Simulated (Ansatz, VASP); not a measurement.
Sn in VASP and in Ansatz

The input INCAR:

```
ALGO = Fast
EDIFF = 1E-8
ENCUT = 520
GGA = PE
ISIF = 2
ISMEAR = 0
LASPH = T
LCHARG = F
LEFG = T
LREAL = F
LWAVE = F
NBANDS = 21
NELM = 100
PREC = Accurate
SIGMA = 0.05
```

The input KPOINTS:

```
k-points
0
Gamma
  12 12 12
```

File POSCAR:

```
Sn
1.0
    0.0000000000      3.3272440539      3.3272440539
    3.3272440539      0.0000000000      3.3272440539
    3.3272440539      3.3272440539      0.0000000000
Sn
2
Direct
    0.0000000000      0.0000000000      0.0000000000
    0.2500000000      0.2500000000      0.2500000000
```

Input for Ansatz:

```yaml
crystal:
  lattice:
    - [0.0, 3.3272440539, 3.3272440539]
    - [3.3272440539, 0.0, 3.3272440539]
    - [3.3272440539, 3.3272440539, 0.0]
  atoms:
    - { symbol: Sn, position: [0.0, 0.0, 0.0] }
    - { symbol: Sn, position: [0.25, 0.25, 0.25] }
basis:
  ecutwfc: 420
  ecutrho_ratio: 4
kpoints:
  mp_grid: { grid: [12, 12, 12] }
hamiltonian:
  xc: pbe
scf:
  occupations: { method: gaussian, width: 0.05 }
output:
  forces: true
  stress: true
  eigenvalues: true
  efg: { contact_densities: true, quadrupole_moments_barn: { Sn: -0.132 } }
```

Alike in both runs: task electric field gradients; functional PBE; k mesh 12 × 12 × 12; occupations gaussian, width 0.05 eV; no spin polarisation.

|  | VASP | Ansatz |
| --- | --- | --- |
| version | VASP 6.6.1 | Ansatz 0.2.0 |
| potentials or method | VASP PAW PBE potentials, release 64 (Sn_d), cutoff 520 eV | scalar-relativistic, plane waves, PAW |
| valence electrons in the cell | 28 | 28 |

|  | VASP | Ansatz | Ansatz less VASP |
| --- | --- | --- | --- |
| gap on the k mesh at the Fermi level (eV) | none | none | - |
| pressure (GPa) | 0.0 | 0.0 | +0.05 |

A gap of «none» marks a metal or a gap that the smearing closes. With one functional, cell and mesh, what is left measures potentials, basis and numerics.
